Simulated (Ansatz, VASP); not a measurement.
SiC: VASP beside Ansatz

Contents of INCAR:

```
SYSTEM = SiC
AGGAC = 0.0
ALDAC = 0.0
ALGO = Normal
EDIFF = 1E-6
ENCUT = 520
GGA = PE
ISIF = 2
ISMEAR = -1
LASPH = .True.
LCHARG = .True.
LELF = .True.
LREAL = .False.
LVHAR = .True.
LWAVE = .False.
NBANDS = 36
NELM = 100
PREC = Accurate
SIGMA = 0.05
```

File KPOINTS:

```
k-points
0
Gamma
  10 10 2
  0 0 0
```

File POSCAR:

```
SiC
1.0
    3.0742275620      0.0000000000      0.0000000000
   -1.5371137810      2.6623591657      0.0000000000
    0.0000000000      0.0000000000     15.0681848517
Si C
6 6
Direct
    0.6666666667      0.3333333333      0.4583000000
    0.3333333333      0.6666666667      0.9583000000
    0.6666666667      0.3333333333      0.7917000000
    0.3333333333      0.6666666667      0.2917000000
    0.0000000000      0.0000000000      0.6250000000
    0.0000000000      0.0000000000      0.1250000000
    0.6666666667      0.3333333333      0.3333000000
    0.3333333333      0.6666666667      0.8333000000
    0.6666666667      0.3333333333      0.6667000000
    0.3333333333      0.6666666667      0.1667000000
    0.0000000000      0.0000000000      0.5000000000
    0.0000000000      0.0000000000      0.0000000000
```

File input.yaml:

```yaml
crystal:
  lattice:
    - [3.074227562, 0.0, 0.0]
    - [-1.537113781, 2.6623591657, 0.0]
    - [0.0, 0.0, 15.0681848517]
  atoms:
    - { symbol: Si, position: [0.6666666667, 0.3333333333, 0.4583] }
    - { symbol: Si, position: [0.3333333333, 0.6666666667, 0.9583] }
    - { symbol: Si, position: [0.6666666667, 0.3333333333, 0.7917] }
    - { symbol: Si, position: [0.3333333333, 0.6666666667, 0.2917] }
    - { symbol: Si, position: [0.0, 0.0, 0.625] }
    - { symbol: Si, position: [0.0, 0.0, 0.125] }
    - { symbol: C, position: [0.6666666667, 0.3333333333, 0.3333] }
    - { symbol: C, position: [0.3333333333, 0.6666666667, 0.8333] }
    - { symbol: C, position: [0.6666666667, 0.3333333333, 0.6667] }
    - { symbol: C, position: [0.3333333333, 0.6666666667, 0.1667] }
    - { symbol: C, position: [0.0, 0.0, 0.5] }
    - { symbol: C, position: [0.0, 0.0, 0.0] }
hamiltonian:
  xc: { exchange: pbe, correlation: none }
  pseudopotentials: { kind: paw }
kpoints:
  mp_grid: { grid: [10, 10, 2] }
scf:
  occupations: { method: fermi_dirac, width: 0.05 }
output:
  forces: true
  stress: true
  eigenvalues: true
  write_density: true
  write_potential: true
  elf: true
  volumetric_format: npy
```

Alike in both runs: task single point; functional PBE exchange alone; k mesh 10 × 10 × 2; occupations fermi-dirac, width 0.05 eV; no spin polarisation.

|  | VASP | Ansatz |
| --- | --- | --- |
| version | VASP 6.6.1 | Ansatz 0.2.0 |
| potentials or method | VASP PAW PBE potentials, release 64 (Si, C) | Ansatz PAW |
| plane-wave cutoff (eV) | 520 | 420 |
| valence electrons in the cell | 48 | 48 |

```csv
,VASP,Ansatz,Ansatz less VASP
gap on the k mesh at the Fermi level (eV),2.33,2.32,-0.006
least direct gap on the mesh (eV),3.42,3.41,-0.010
pressure (GPa),21.7,21.4,-0.30
"traceless stress, the component that is largest in VASP (GPa)",0.63,0.62,-0.008
rms of the force components (eV/Å),0.039,0.039,-0.0001
```

VASP's potentials were made for PBE, not for PBE exchange alone. Atom by atom the forces differ by 0.001 eV/Å (rms over components). The functional is the same, so the differences come from potentials, cutoffs and numerics.
